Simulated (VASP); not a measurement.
# ZnS (I-4m2) in VASP: single point with r2SCAN

Aim: the single point of ZnS with r2SCAN.

Everything below comes from runs of VASP 6.6.1. Logs are shortened: lines on timing, memory, paths and dates and some standing lists are left out, and cuts for length are marked.

**1. The cell of the first run**

It takes space group I-4m2 (No. 119, tetragonal). Conventional cell: a = 3.763 Å, b = 3.763 Å, c = 5.588 Å, α = 90.00°, β = 90.00°, γ = 90.00°. Within 3.1 Å of Zn (site symmetry -4m2) lie 4 S at 2.34 Å. S (site symmetry -4m2) has 4 Zn at 2.34 Å within 3.1 Å.

**2. Single point, r2SCAN**

The input, POSCAR:

```
ZnS
1.0
    0.0000000000      2.6610189833      2.7940699324
    2.6610189833      0.0000000000      2.7940699324
    2.6610189833      2.6610189833      0.0000000000
Zn S
1 1
Direct
    0.0000000000      0.0000000000      0.0000000000
    0.7500000000      0.7500000000      0.7500000000
```

The input, INCAR.step1:

```
ALGO     = Normal         # electronic algorithm
EDIFF    = 1E-4           # SCF threshold, eV
ENCUT    = 520            # plane-wave cutoff, eV
GGA      = PE             # functional
ISMEAR   = 0              # smearing method
LASPH    = T              # aspherical terms in the spheres
LCHARG   = F              # write CHGCAR
LREAL    = F              # projectors in reciprocal space
LWAVE    = T              # write WAVECAR
NBANDS   = 16             # bands
NELM     = 100            # most SCF steps
PREC     = Accurate       # precision mode
SIGMA    = 0.05           # smearing width, eV
```

The input, INCAR.step2:

```
ALGO     = Normal         # electronic algorithm
EDIFF    = 1E-6           # SCF threshold, eV
ENCUT    = 520            # plane-wave cutoff, eV
ISIF     = 2              # what is computed and relaxed
ISMEAR   = 0              # smearing method
ISTART   = 1            
LASPH    = T              # aspherical terms in the spheres
LCHARG   = F              # write CHGCAR
LMIXTAU  = T            
LREAL    = F              # projectors in reciprocal space
LWAVE    = F              # write WAVECAR
METAGGA  = R2SCAN         # meta-GGA
NBANDS   = 16             # bands
NELM     = 100            # most SCF steps
PREC     = Accurate       # precision mode
SIGMA    = 0.05           # smearing width, eV
```

The input, KPOINTS:

```
k-points
0
Gamma
  8 8 8
```

Potentials or basis: VASP PAW PBE potentials, release 64 (Zn, S).

Command:

```sh
$ cat potpaw_PBE.64/Zn/POTCAR potpaw_PBE.64/S/POTCAR > POTCAR
$ cp INCAR.step1 INCAR
$ mpirun -np 1 vasp_std > vasp.out
$ cp INCAR.step2 INCAR
$ mpirun -np 1 vasp_std > vasp.out
```

OUTCAR:

```text
EDIFF = 1E-6
   ENCUT = 520
   ISIF = 2
   ISMEAR = 0
   ISTART = 1
   LASPH = T
   LREAL = F
   METAGGA = R2SCAN
   NELM = 100
   PREC = Accurate

 ion  position               nearest neighbor table
   1  0.000  0.000  0.000-   2 2.34   2 2.34   2 2.34   2 2.34
   2  0.750  0.750  0.750-   1 2.34   1 2.34   1 2.34   1 2.34

  LATTYP: Found a body centered tetragonal cell.
 ALAT       =     3.7632491359
 C/A-ratio  =     1.4849242405

  Lattice vectors:

 A1 = (  -2.6610189833,   0.0000000000,   2.7940699324)
 A2 = (   2.6610189833,   0.0000000000,   2.7940699324)
 A3 = (   0.0000000000,   2.6610189833,  -2.7940699324)

Analysis of symmetry for initial positions (statically):
=====================================================================
 Subroutine PRICEL returns:
 Original cell was already a primitive cell.

 Routine SETGRP: Setting up the symmetry group for a
 body centered tetragonal supercell.

 Subroutine GETGRP returns: Found  8 space group operations
 (whereof  8 operations were pure point group operations)
 out of a pool of 16 trial point group operations.

The static configuration has the point symmetry D_2d.

Analysis of symmetry for dynamics (positions and initial velocities):
=====================================================================
 Subroutine PRICEL returns:
 Original cell was already a primitive cell.

 Routine SETGRP: Setting up the symmetry group for a
 body centered tetragonal supercell.

 Subroutine GETGRP returns: Found  8 space group operations
 (whereof  8 operations were pure point group operations)
 out of a pool of 16 trial point group operations.

The dynamic configuration has the point symmetry D_2d.

 Subroutine INISYM returns: Found  8 space group operations
 (whereof  8 operations are pure point group operations),
 and found     1 'primitive' translations

----------------------------------------------------------------------------------------

                                     Primitive cell

  volume of cell :      39.5697

  direct lattice vectors                    reciprocal lattice vectors
     0.000000000  2.661018983  2.794069932    -0.187897946  0.187897946  0.178950424
     2.661018983  0.000000000  2.794069932     0.187897946 -0.187897946  0.178950424
     2.661018983  2.661018983  0.000000000     0.187897946  0.187897946 -0.178950424

  length of vectors
     3.858477526  3.858477526  3.763249136     0.320366244  0.320366244  0.320366244

  position of ions in fractional coordinates (direct lattice)
     0.000000000  0.000000000  0.000000000
[... 74 lines left out ...]
   LSORBIT =      F    spin-orbit coupling
   LASPH  =      T    aspherical Exc in radial PAW
   ENCUT  =  520.0 eV  38.22 Ry    6.18 a.u.   7.17  7.17  7.00*2*pi/ulx,y,z
   NELM   =    100;   NELMIN=  2; NELMDL=  0     # of ELM steps
   EDIFF  = 0.1E-05   stopping-criterion for ELM
   LREAL  =      F    real-space projection
   EDIFFG = 0.1E-04   stopping-criterion for IOM
   NSW    =      0    number of steps for IOM
   IBRION =     -1    ionic relax: 0-MD 1-quasi-New 2-CG
   NFREE  =      0    steps in history (QN), initial steepest desc. (CG)
   ISIF   =      2    stress and relaxation
   ISYM   =      2    0-nonsym 1-usesym 2-fastsym
   POTIM  = 0.5000    time-step for ionic-motion
   TEBEG  =    0.0;   TEEND  =   0.0 temperature during run
   PSTRESS=    0.0 pullay stress
   NELECT =      18.0000    total number of electrons
   NUPDOWN=      -1.0000    fix difference up-down
   EMIN   =  10.00;   EMAX   =-10.00  energy-range for DOS
   EFERMI =   0.00;   METHOD = LEGACY
   ISMEAR =     0;   SIGMA  =   0.05  broadening in eV -4-tet -1-fermi 0-gaus
   EFERMI_NEDOS =   21; number of points for ismear=-14 and -15
   IALGO  =     38    algorithm
   IMIX   =      4    mixing-type and parameters
     AMIX     =   0.40;   BMIX     =  1.00
     AMIX_MAG =   1.60;   BMIX_MAG =  1.00
  volume/ion in A,a.u.               =      19.78       133.51
  Fermi-wavevector in a.u.,A,eV,Ry     =   1.259055  2.379268 21.568210  1.585219
  Thomas-Fermi vector in A             =   2.392634
   LORBIT       =      0    0 simple, 1 ext, 2 COOP (PROOUT), +10 PAW based schemes
   METAGGA = R2SCAN    functional components
   LHFCALC =     F    Hartree Fock is set to
   AEXX    =    0.0000 exact exchange contribution
   IVDW    =     0    specifies the selected vdW correction
   LEPSILON=     F    determine dielectric tensor
   LRPA    =     F    only Hartree local field effects (RPA)
 non-spin polarized calculation
 Gauss-broadening in eV      SIGMA  =   0.05
  energy-cutoff  :      520.00
  volume of cell :       39.57
 maximum number of plane-waves:      1080
 NGX is ok and might be reduce to    30
   NGX = 15   NGY = 15   NGZ = 13

 number of electron      18.0000004 magnetization

 Free energy of the ion-electron system (eV)
  ---------------------------------------------------
  ext. energy  EPLUGINS =         0.00000000
  ---------------------------------------------------
  free energy    TOTEN  =       -18.85623320 eV

  energy without entropy =      -18.85623320  energy(sigma->0) =      -18.85623320

 E-fermi :   2.1383     XC(G=0): -10.2706

 val. band max:        1.8643157211   @ k =   0.0000   0.0000   0.0000
 cond. band min:       4.4531186671   @ k =   0.0000   0.0000   0.0000
 fundamental gap:      2.5888029460
 Fermi energy:         2.1382787359

 k-point     1 :       0.0000    0.0000    0.0000
  band No.  band energies     occupation
      1     -11.8456      2.00000
      2      -4.7024      2.00000
      3      -4.6715      2.00000
      4      -4.6714      2.00000
      5      -4.1499      2.00000
      6      -4.1378      2.00000
[... 433 lines left out ...]
      3      -4.5530      2.00000
      4      -4.4765      2.00000
      5      -4.1422      2.00000
      6      -4.1037      2.00000
[... 8 lines left out ...]
     15      15.0043      0.00000
     16      15.6880      0.00000

 [... further k-points ...]
[... 5 lines left out ...]
  --------------------------------------------------------------------------------------
  -------------------------------------------------------------------------------------
  Total       -0.0198191     -0.0198191     -0.5953813      0.0000000      0.0000000      0.0000000
  in kB       -0.8024746     -0.8024746    -24.1069665      0.0000000      0.0000000      0.0000000
  external PRESSURE =      -8.5706386 kB  Pullay stress =       0.0000000 kB

 VOLUME and BASIS-vectors are now :
 -----------------------------------------------------------------------------
  energy-cutoff  :      520.00
  volume of cell :       39.57
      direct lattice vectors                 reciprocal lattice vectors
     0.000000000  2.661018983  2.794069932    -0.187897946  0.187897946  0.178950424
     2.661018983  0.000000000  2.794069932     0.187897946 -0.187897946  0.178950424
     2.661018983  2.661018983  0.000000000     0.187897946  0.187897946 -0.178950424

 POSITION                                       TOTAL-FORCE (eV/Angst)
 -----------------------------------------------------------------------------------
      0.00000      0.00000      0.00000         0.000000      0.000000      0.000000
      3.99153      3.99153      4.19110         0.000000      0.000000     -0.000000
 -----------------------------------------------------------------------------------
    total drift:                               -0.001160     -0.001160     -0.001914

  FREE ENERGIE OF THE ION-ELECTRON SYSTEM (eV)
  ---------------------------------------------------
  free  energy   TOTEN  =       -18.8562331969 eV

  energy  without entropy=      -18.8562331969  energy(sigma->0) =      -18.85623320
```

It took 77 s on 1 thread of Intel Xeon 6975P-C (Granite Rapids), shared host; peak memory 0.19 GiB.

Results:

| Property | Result |
| --- | --- |
| Free energy | -18.8562 eV |
| Pressure | -0.9 GPa |
| Band gap on the k mesh | 2.59 eV, direct |

Caveat: the PAW data sets were made with another functional, which shifts forces and pressure a little.
